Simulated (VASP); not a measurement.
# Ta2H3 (C2/m) in VASP: notebook

Ta2H3 is run at these levels: PBE; tasks: single point.

Program: VASP 6.6.1. These are calculated values, not measurements. Logs are shortened: lines on timing, memory, paths and dates and some standing lists are left out, and cuts for length are marked.

**1. The cell of the first run**

It takes space group C2/m (No. 12, monoclinic). The conventional cell has a = 5.220 Å, b = 2.875 Å, c = 5.118 Å, α = 90.00°, β = 90.64°, γ = 90.00°. Ta (site symmetry m) has 7 H at 1.88 to 2.11 Å within 2.5 Å. H (site symmetry 2/m) has 6 Ta at 2.07 to 2.11 Å and 6 H at 2.61 to 2.70 Å within 2.7 Å. H (site symmetry m) has 4 Ta at 1.88 to 1.89 Å and 3 H at 2.01 Å within 2.5 Å.

**2. Single point, PBE (7.68 Å³/atom)**

The input, INCAR:

```
SYSTEM = Ta2H3
  ALGO = Normal
  EDIFF = 1E-7
  ENCUT = 520
  GGA = PE
  ISIF = 2
  ISMEAR = 0
  LASPH = .True.
  LCHARG = .False.
  LREAL = .False.
  LWAVE = .False.
  NBANDS = 20
  NELM = 80
  PREC = Accurate
  SIGMA = 0.1
```

The input, KPOINTS:

```
k-points
0
Gamma
  14 14 8
  0 0 0
```

The input, POSCAR:

```
Ta2H3
1.0
    2.6099258370     -1.4374652773      0.0106569767
    2.6099258370      1.4374652773      0.0106569767
   -0.0780387173      0.0000000000      5.1170884087
Ta H
2 3
Direct
    0.6653074875      0.6653074875      0.2647839944
    0.3346925125      0.3346925125      0.7352160056
    0.0000000000      0.0000000000      0.5000000000
    0.6617280549      0.6617280549      0.8947986260
    0.3382719451      0.3382719451      0.1052013740
```

Potentials or basis: VASP PAW PBE potentials, release 64 (Ta_pv, H).

Launch:

```
> cat potpaw_PBE.64/Ta_pv/POTCAR potpaw_PBE.64/H/POTCAR > POTCAR
> mpirun -np 1 vasp_std > vasp.out
```

OUTCAR:

```text
SYSTEM = Ta2H3
   EDIFF = 1E-7
   ENCUT = 520
   GGA = PE
   ISIF = 2
   ISMEAR = 0
   LASPH = .True.
   LREAL = .False.
   NELM = 80
   PREC = Accurate

 ion  position               nearest neighbor table
   1  0.665  0.665  0.265-   5 1.88   5 1.89   5 1.89   4 1.89   3 2.07   3 2.07   3 2.11   2 2.93
                             2 2.93   2 2.98   2 3.20   2 3.20   2 3.20
   2  0.335  0.335  0.735-   4 1.88   4 1.89   4 1.89   5 1.89   3 2.07   3 2.07   3 2.11   1 2.93
                             1 2.93   1 2.98   1 3.20   1 3.20   1 3.20
   3  0.000  0.000  0.500-   1 2.07   1 2.07   2 2.07   2 2.07   1 2.11   2 2.11
   4  0.662  0.662  0.895-   2 1.88   2 1.89   2 1.89   1 1.89
   5  0.338  0.338  0.105-   1 1.88   1 1.89   1 1.89   2 1.89

  LATTYP: Found a base centered monoclinic cell.
 ALAT       =     5.2198951889
 B/A-ratio  =     0.5507640385
 C/A-ratio  =     0.9804188126
 COS(beta)  =    -0.0111659692

  Lattice vectors:

 A1 = (   2.6099258370,  -1.4374652773,   0.0106569767)
 A2 = (   2.6099258370,   1.4374652773,   0.0106569767)
 A3 = (  -0.0780387173,   0.0000000000,   5.1170884087)

Analysis of symmetry for initial positions (statically):
=====================================================================
 Subroutine PRICEL returns:
 Original cell was already a primitive cell.

 Routine SETGRP: Setting up the symmetry group for a
 base centered monoclinic supercell.

 Subroutine GETGRP returns: Found  4 space group operations
 (whereof  4 operations were pure point group operations)
 out of a pool of  4 trial point group operations.

The static configuration has the point symmetry C_2h.

Analysis of symmetry for dynamics (positions and initial velocities):
=====================================================================
 Subroutine PRICEL returns:
 Original cell was already a primitive cell.

 Routine SETGRP: Setting up the symmetry group for a
 base centered monoclinic supercell.

 Subroutine GETGRP returns: Found  4 space group operations
 (whereof  4 operations were pure point group operations)
 out of a pool of  4 trial point group operations.

The dynamic configuration has the point symmetry C_2h.

 Subroutine INISYM returns: Found  4 space group operations
 (whereof  4 operations are pure point group operations),
 and found     1 'primitive' translations

----------------------------------------------------------------------------------------

                                     Primitive cell

  volume of cell :      38.3977

  direct lattice vectors                    reciprocal lattice vectors
     2.609925837 -1.437465277  0.010656977     0.191564396 -0.347834489  0.002921474
     2.609925837  1.437465277  0.010656977     0.191564396  0.347834489  0.002921474
    -0.078038717  0.000000000  5.117088409    -0.000797914  0.000000000  0.195411463

  length of vectors
     2.979619585  2.979619585  5.117683443     0.397107397  0.397107397  0.195413092

  position of ions in fractional coordinates (direct lattice)
     0.665307488  0.665307488  0.264783994
     0.334692512  0.334692512  0.735216006
     1.000000000  1.000000000  0.500000000
     0.661728055  0.661728055  0.894798626
     0.338271945  0.338271945  0.105201374

  ion indices of the primitive-cell ions
   primitive index   ion index
                 1           1
                 2           2
                 3           3
                 4           4
                 5           5

----------------------------------------------------------------------------------------

 KPOINTS: k-points

Automatic generation of k-mesh.
 Grid dimensions read from file:
 generate k-points for:   14   14    8

 Generating k-lattice:

  Cartesian coordinates                     Fractional coordinates (reciprocal lattice)
     0.013683171 -0.024845321  0.000208677     0.071428571 -0.000000000 -0.000000000
     0.013683171  0.024845321  0.000208677    -0.000000000  0.071428571 -0.000000000
    -0.000099739  0.000000000  0.024426433     0.000000000  0.000000000  0.125000000

  Length of vectors
     0.028364814  0.028364814  0.024426636

  Shift w.r.t. Gamma in fractional coordinates (k-lattice)
     0.000000000  0.000000000  0.000000000

 Subroutine IBZKPT returns following result:
 ===========================================

 Found    429 irreducible k-points:

 Following reciprocal coordinates:
            Coordinates               Weight
  0.000000  0.000000  0.000000      1.000000
  0.071429  0.000000 -0.000000      4.000000
  0.142857 -0.000000  0.000000      4.000000
  0.214286 -0.000000  0.000000      4.000000
  0.285714 -0.000000 -0.000000      4.000000
  0.357143 -0.000000 -0.000000      4.000000
[... 16 lines left out ...]
  0.214286  0.142857  0.000000      4.000000
  0.285714  0.142857 -0.000000      4.000000
 [... further k-points ...]
   k-points           NKPTS =    429   k-points in BZ     NKDIM =    429   number of bands    NBANDS=     20
   number of dos      NEDOS =    301   number of ions     NIONS =      5
   total plane-waves  NPLWV =  23040
   dimension x,y,z NGX =    24 NGY =   24 NGZ =   40
   dimension x,y,z NGXF=    48 NGYF=   48 NGZF=   80
   ions per type =               2   3
   NGX,Y,Z   is equivalent  to a cutoff of  13.39, 13.39, 12.99 a.u.
   NGXF,Y,Z  is equivalent  to a cutoff of  26.78, 26.78, 25.99 a.u.
 SYSTEM =  Ta2H3
   PREC   = accura    normal or accurate (medium, high low for compatibility)
   ISTART =      0    job   : 0-new  1-cont  2-samecut
   ICHARG =      2    charge: 1-file 2-atom 10-const
   ISPIN  =      1    spin polarized calculation?
   LNONCOLLINEAR =      F non collinear calculations
   LSORBIT =      F    spin-orbit coupling
   LASPH  =      T    aspherical Exc in radial PAW
   ENCUT  =  520.0 eV  38.22 Ry    6.18 a.u.   5.54  5.54  9.52*2*pi/ulx,y,z
   NELM   =     80;   NELMIN=  2; NELMDL= -5     # of ELM steps
   EDIFF  = 0.1E-06   stopping-criterion for ELM
   LREAL  =      F    real-space projection
   EDIFFG = 0.1E-05   stopping-criterion for IOM
   NSW    =      0    number of steps for IOM
   IBRION =     -1    ionic relax: 0-MD 1-quasi-New 2-CG
   NFREE  =      0    steps in history (QN), initial steepest desc. (CG)
   ISIF   =      2    stress and relaxation
   ISYM   =      2    0-nonsym 1-usesym 2-fastsym
[... 28 lines left out ...]
 NGX is ok and might be reduce to    24
   NGX = 11   NGY = 11   NGZ = 19

 number of electron      25.0000001 magnetization

 Free energy of the ion-electron system (eV)
  ---------------------------------------------------
  ext. energy  EPLUGINS =         0.00000000
  ---------------------------------------------------
  free energy    TOTEN  =       -33.68924577 eV

  energy without entropy =      -33.67880547  energy(sigma->0) =      -33.68402562

 E-fermi :   7.0343     XC(G=0): -13.0134

 val. band max:        7.0340120208   @ k =  -0.0714   0.4286   0.2500
 cond. band min:       7.0360425016   @ k =  -0.1429  -0.3571   0.3750
 fundamental gap:      0.0020304809
 Fermi energy:         7.0343124952

 k-point     1 :       0.0000    0.0000    0.0000
  band No.  band energies     occupation
      1     -28.0159      2.00000
      2     -27.0191      2.00000
      3     -26.9846      2.00000
      4     -26.8744      2.00000
      5     -26.8730      2.00000
      6     -26.7674      2.00000
[... 12 lines left out ...]
     19      11.4072      0.00000
     20      14.2137      0.00000

 k-point     2 :       0.0714    0.0000   -0.0000
  band No.  band energies     occupation
      1     -27.9964      2.00000
      2     -27.0323      2.00000
      3     -26.9986      2.00000
      4     -26.9280      2.00000
      5     -26.8842      2.00000
      6     -26.8139      2.00000
[... 12 lines left out ...]
     19      11.8616      0.00000
     20      14.3668      0.00000

 k-point     3 :       0.1429   -0.0000    0.0000
  band No.  band energies     occupation
      1     -27.9404      2.00000
      2     -27.1283      2.00000
      3     -27.0329      2.00000
      4     -27.0186      2.00000
      5     -26.9829      2.00000
      6     -26.8779      2.00000
[... 12 lines left out ...]
     19      13.1623      0.00000
     20      14.3018      0.00000

 k-point     4 :       0.2143   -0.0000    0.0000
  band No.  band energies     occupation
      1     -27.8550      2.00000
      2     -27.3323      2.00000
      3     -27.2185      2.00000
      4     -27.0752      2.00000
      5     -27.0372      2.00000
      6     -26.9223      2.00000
[... 12 lines left out ...]
     19      13.8235      0.00000
     20      14.0675      0.00000

 k-point     5 :       0.2857   -0.0000   -0.0000
  band No.  band energies     occupation
      1     -27.7544      2.00000
      2     -27.5648      2.00000
      3     -27.4359      2.00000
      4     -27.1389      2.00000
      5     -27.0710      2.00000
      6     -26.9675      2.00000
[... 12 lines left out ...]
     19      13.6391      0.00000
     20      13.8876      0.00000

 k-point     6 :       0.3571   -0.0000   -0.0000
  band No.  band energies     occupation
      1     -27.7831      2.00000
      2     -27.6791      2.00000
      3     -27.5818      2.00000
      4     -27.1931      2.00000
      5     -27.1155      2.00000
      6     -27.0081      2.00000
[... 12 lines left out ...]
     19      13.5464      0.00000
     20      14.3370      0.00000

 k-point     7 :       0.4286   -0.0000    0.0000
  band No.  band energies     occupation
      1     -27.9219      2.00000
      2     -27.7758      2.00000
      3     -27.5209      2.00000
      4     -27.2296      2.00000
      5     -27.1649      2.00000
      6     -27.0363      2.00000
[... 12 lines left out ...]
     19      14.0329      0.00000
     20      14.6666      0.00000
[... 277 lines left out ...]
 k-point    20 :      -0.1429    0.0714    0.0000
  band No.  band energies     occupation
      1     -27.8849      2.00000
      2     -27.2487      2.00000
      3     -27.1687      2.00000
      4     -27.0415      2.00000
      5     -27.0270      2.00000
      6     -26.9229      2.00000
[... 12 lines left out ...]
     19      13.8392      0.00000
     20      14.2146      0.00000

 k-point    21 :      -0.0714    0.0714    0.0000
  band No.  band energies     occupation
      1     -27.9569      2.00000
      2     -27.0741      2.00000
      3     -27.0256      2.00000
      4     -27.0010      2.00000
      5     -26.9425      2.00000
      6     -26.8915      2.00000
[... 12 lines left out ...]
     19      12.8310      0.00000
     20      14.3794      0.00000

 k-point    22 :       0.1429    0.1429    0.0000
  band No.  band energies     occupation
      1     -27.9475      2.00000
      2     -27.1790      2.00000
      3     -27.0624      2.00000
      4     -27.0168      2.00000
      5     -26.9182      2.00000
      6     -26.7923      2.00000
[... 12 lines left out ...]
     19      12.8368      0.00000
     20      14.1751      0.00000

 k-point    23 :       0.2143    0.1429    0.0000
  band No.  band energies     occupation
      1     -27.8980      2.00000
      2     -27.2739      2.00000
      3     -27.1755      2.00000
      4     -27.0340      2.00000
      5     -26.9604      2.00000
      6     -26.8396      2.00000
[... 12 lines left out ...]
     19      13.6630      0.00000
     20      14.0373      0.00000

 k-point    24 :       0.2857    0.1429   -0.0000
  band No.  band energies     occupation
      1     -27.8198      2.00000
      2     -27.3846      2.00000
      3     -27.3381      2.00000
      4     -27.0666      2.00000
      5     -27.0374      2.00000
      6     -26.9338      2.00000
[... 12 lines left out ...]
     19      13.6678      0.00000
     20      14.7977      0.00000

 [... further k-points ...]

------------------------ aborting loop because EDIFF is reached ----------------------------------------

  FORCE on cell =-STRESS in cart. coord.  units (eV):
  Direction    XX          YY          ZZ          XY          YZ          ZX
  --------------------------------------------------------------------------------------
  -------------------------------------------------------------------------------------
  Total        8.1944381      8.2021569      8.2160845      0.0000000      0.0000000     -0.0036076
  in kB      341.9198183    342.2418912    342.8230306      0.0000000      0.0000000     -0.1505317
  external PRESSURE =     342.3282467 kB  Pullay stress =       0.0000000 kB

 VOLUME and BASIS-vectors are now :
 -----------------------------------------------------------------------------
  energy-cutoff  :      520.00
  volume of cell :       38.40
      direct lattice vectors                 reciprocal lattice vectors
     2.609925837 -1.437465277  0.010656977     0.191564396 -0.347834489  0.002921474
     2.609925837  1.437465277  0.010656977     0.191564396  0.347834489  0.002921474
    -0.078038717  0.000000000  5.117088409    -0.000797914  0.000000000  0.195411463

 POSITION                                       TOTAL-FORCE (eV/Angst)
 -----------------------------------------------------------------------------------
      3.45214      0.00000      1.36910         0.002452      0.000000      0.014169
      1.68967      0.00000      3.76930        -0.002452      0.000000     -0.014169
     -0.03902      0.00000      2.55854         0.000000     -0.000000      0.000000
      3.38429      0.00000      4.59287        -0.000037      0.000000      0.002037
      1.75752      0.00000      0.54553         0.000037      0.000000     -0.002037
 -----------------------------------------------------------------------------------
    total drift:                                0.000000      0.000000     -0.000000

  FREE ENERGIE OF THE ION-ELECTRON SYSTEM (eV)
  ---------------------------------------------------
  free  energy   TOTEN  =       -33.6892457739 eV

  energy  without entropy=      -33.6788054678  energy(sigma->0) =      -33.68402562
```

Wall time 1.9 min (1 thread of Intel Xeon 6975P-C (Granite Rapids), shared host); peak memory 0.39 GiB.

What came out:

- Free energy: -33.6892 eV
- Pressure: 34.2 GPa
- Largest force: 0.014 eV/Å
- Band gap on the k mesh: zero (an odd number of electrons rules out a gap without spin polarisation)

Forces in eV/Å, atoms in the order of the input:
```
Ta   0.002  0.000  0.014
Ta  -0.002  0.000 -0.014
H    0.000  0.000  0.000
H    0.000  0.000  0.002
H    0.000  0.000 -0.002
```

Caveat: the cell stands under pressure; spin-orbit coupling is left out, which moves the levels of the heavy elements.

**3. Single point, PBE (7.94 Å³/atom)**

This run uses another cell than the first one, of 7.94 Å³/atom.

The input, INCAR:

```
ALGO = Normal
EDIFF = 1E-7
ENCUT = 520
GGA = PE
ISIF = 2
ISMEAR = 0
LASPH = T
LCHARG = T
LELF = T
LREAL = F
LVHAR = T
LWAVE = F
NBANDS = 20
NELM = 60
PREC = Accurate
SIGMA = 0.1
```

The input, KPOINTS:

```
k-points
0
Gamma
  14 14 8
```

The input, POSCAR:

```
Ta2H3
1.0
    2.6394295386     -1.4516701468      0.0102063110
    2.6394295386      1.4516701468      0.0102063110
   -0.0800662648      0.0000000000      5.1811986602
Ta H
2 3
Direct
    0.6656020839      0.6656020839      0.2650833658
    0.3343979161      0.3343979161      0.7349166342
    0.0000000000      0.0000000000      0.5000000000
    0.6615259962      0.6615259962      0.8943833479
    0.3384740038      0.3384740038      0.1056166521
```

Potentials or basis: VASP PAW PBE potentials, release 64 (Ta_pv, H).

Launch:

```
> cat potpaw_PBE.64/Ta_pv/POTCAR potpaw_PBE.64/H/POTCAR > POTCAR
> mpirun -np 1 vasp_std > vasp.out
```

Run time: 1.7 min. Hardware: 1 thread of Intel Xeon 6975P-C (Granite Rapids), shared host; peak memory 0.39 GiB.

The run converged. Its results:

| Item | Value |
| --- | --- |
| Free energy | -33.9264 eV |
| Pressure | 23.7 GPa |
| Largest force | 0.015 eV/Å |
| Band gap on the k mesh | zero (an odd number of electrons rules out a gap without spin polarisation) |

Forces on the atoms (eV/Å):
```
Ta   0.002  0.000  0.015
Ta  -0.002  0.000 -0.015
H    0.000  0.000  0.000
H    0.000  0.000  0.002
H    0.000  0.000 -0.002
```

Levels at points of the mesh, in eV from the Fermi level:
```tsv
k point	band 8	band 9	band 10	band 11	band 12	band 13	band 14	band 15	band 16	band 17
(0.00, 0.00, 0.00)	-7.99	-6.22	-1.23	-1.01	-0.21	-0.03	0.70	1.39	1.84	3.51
(0.50, 0.00, 0.00)	-8.49	-5.84	-4.19	-2.66	-0.86	-0.39	4.26	4.41	4.87	5.18
(0.50, 0.50, 0.00)	-8.45	-6.18	-4.22	-2.88	-0.69	-0.16	4.45	4.50	4.68	5.09
(0.00, 0.00, 0.50)	-10.20	-4.90	-3.43	-1.12	-0.67	-0.25	0.26	2.85	3.19	3.30
(0.50, 0.00, 0.50)	-7.11	-5.71	-5.19	-3.10	0.08	0.72	1.28	3.68	4.13	5.30
(0.50, 0.50, 0.50)	-7.15	-5.97	-5.21	-3.18	-0.24	1.30	1.87	3.73	4.27	5.22
```

Caveat: the cell stands under pressure; spin-orbit coupling is left out, which moves the levels of the heavy elements.

**4. Single point, PBE**

This run uses another cell than the first one, of 8.73 Å³/atom.

The input, INCAR:

```
SYSTEM = Ta2H3
PREC     = Accurate       ! precision mode
ENCUT    = 520            ! plane-wave cutoff, eV
EDIFF    = 1E-6           ! SCF threshold, eV
ISMEAR   = 0              ! smearing method
SIGMA    = 0.1            ! smearing width, eV
LREAL    = .FALSE.        ! projectors in reciprocal space
LASPH    = .TRUE.         ! aspherical terms in the spheres
NELM     = 100            ! most SCF steps
ALGO     = Normal         ! electronic algorithm
ISIF     = 2              ! what is computed and relaxed
LWAVE    = .FALSE.        ! write WAVECAR
LCHARG   = .FALSE.        ! write CHGCAR
GGA      = PE             ! functional
NBANDS   = 20             ! bands
```

The input, KPOINTS:

```
Automatic mesh
0
G
  14 14 8
  0 0 0
```

The input, POSCAR:

```
Ta2H3
1.0
    2.7243101882     -1.4904928529      0.0096559394
    2.7243101882      1.4904928529      0.0096559394
   -0.0844581622      0.0000000000      5.3725710993
Ta H
2 3
Direct
    0.6667526260      0.6667526260      0.2664750077
    0.3332473740      0.3332473740      0.7335249923
    0.0000000000      0.0000000000      0.5000000000
    0.6606930603      0.6606930603      0.8928761829
    0.3393069397      0.3393069397      0.1071238171
```

Launch:

```
> cat potpaw_PBE.64/Ta_pv/POTCAR potpaw_PBE.64/H/POTCAR > POTCAR
> mpirun -np 1 vasp_std > vasp.out
```

Wall time 1.7 min (1 thread of Intel Xeon 6975P-C (Granite Rapids), shared host); peak memory 0.41 GiB.

Results (log left out):

```
Free energy            : -34.2009 eV
Pressure               : 0.1 GPa
Largest force          : 0.012 eV/Å
Band gap on the k mesh : zero (an odd number of electrons rules out a gap without spin polarisation)
```

Forces in eV/Å, atoms in the order of the input:
```
Ta   0.001  0.000  0.012
Ta  -0.001  0.000 -0.012
H    0.000  0.000  0.000
H    0.000  0.000 -0.001
H    0.000  0.000  0.001
```

Levels at points of the mesh, in eV from the Fermi level:
```tsv
k point	band 10	band 11	band 12	band 13	band 14	band 15
(0.00, 0.00, 0.00)	-1.15	-0.92	-0.24	0.05	0.70	1.29
(0.50, 0.00, 0.00)	-3.75	-2.56	-0.75	-0.39	3.68	3.84
(0.50, 0.50, 0.00)	-3.81	-2.75	-0.69	-0.03	3.84	3.91
(0.00, 0.00, 0.50)	-3.18	-1.01	-0.61	-0.13	0.33	2.49
(0.50, 0.00, 0.50)	-4.76	-2.78	-0.10	0.62	1.20	3.12
(0.50, 0.50, 0.50)	-4.83	-2.86	-0.40	1.19	1.79	3.12
```

Caveat: spin-orbit coupling is left out, which moves the levels of the heavy elements.

**5. Summary**

| cell | gap on the mesh (eV) | pressure (GPa) | largest force (eV/Å) |
| --- | --- | --- | --- |
| a = 2.980, b = 2.980, c = 5.118 Å, angles 90.6, 90.6, 57.7°, 5 atoms, atomic positions A | none | 34.2 | 0.01 |
| a = 3.012, b = 3.012, c = 5.182 Å, angles 90.6, 90.6, 57.6°, 5 atoms, atomic positions A | none | 23.7 | 0.02 |
| a = 3.105, b = 3.105, c = 5.373 Å, angles 90.6, 90.6, 57.4°, 5 atoms, atomic positions B | none | 0.1 | 0.01 |

Alike in all rows: task single point; level PBE; potentials or basis VASP PAW PBE potentials, release 64 (Ta_pv, H); no spin polarisation; k mesh 14 × 14 × 8; cutoff (eV) 520; smearing gaussian 0.1 eV.

Caveats: spin-orbit coupling is left out, which moves the levels of the heavy elements; the cell stands under pressure (at least some runs).

Total energies depend on the potentials used, so only differences within one code and one set of settings carry meaning.
